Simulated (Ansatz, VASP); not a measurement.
## FeNi3 in VASP and in Ansatz

```xyz
4
Lattice="0.0000 2.7904 2.7904 2.7904 0.0000 2.7904 2.7904 2.7904 0.0000" Properties=species:S:1:pos:R:3 pbc="T T T"
Fe    0.0000    0.0000    0.0000
Ni    4.1856    4.1856    4.1856
Ni    1.3952    1.3952    1.3952
Ni    2.7904    2.7904    2.7904
```

Alike in both runs: task single point; functional PBEsol; k mesh 7 × 7 × 7; collinear spin.

|  | VASP | Ansatz |
| --- | --- | --- |
| version | VASP 6.6.1 | Ansatz 0.2.0 |
| potentials or method | VASP PAW PBE potentials, release 64 (Fe, Ni) | plane waves, PAW |
| plane-wave cutoff (eV) | 520 | 420 |
| occupations | methfessel-paxton of order 1, width 0.05 eV | cold, width 0.05 eV |
| valence electrons in the cell | 38 | 70 |

VASP gave:

```
gap on the k mesh at the Fermi level (eV)                     : none
pressure (GPa)                                                : -3.5
net moment per atom (μB)                                      : 1.09
size of the moment on the site where the two differ most (μB) : 0.63
```

Task: What did Ansatz give for the same quantities?

Result: gap on the k mesh at the Fermi level (eV): none; pressure (GPa): -3.5; net moment per atom (μB): 1.09; size of the moment on the site where the two differ most (μB): 0.68.

VASP's potentials were made for PBE, not for PBEsol. Site moments also hang on the region over which each program counts them. A gap of «none» marks a metal or a gap that the smearing closes. VASP's potentials hold 38 valence electrons a cell and Ansatz's 70, so a difference there can come from the potentials and not from the codes. Ansatz's warnings: seeded moment not kept, stability check not made.
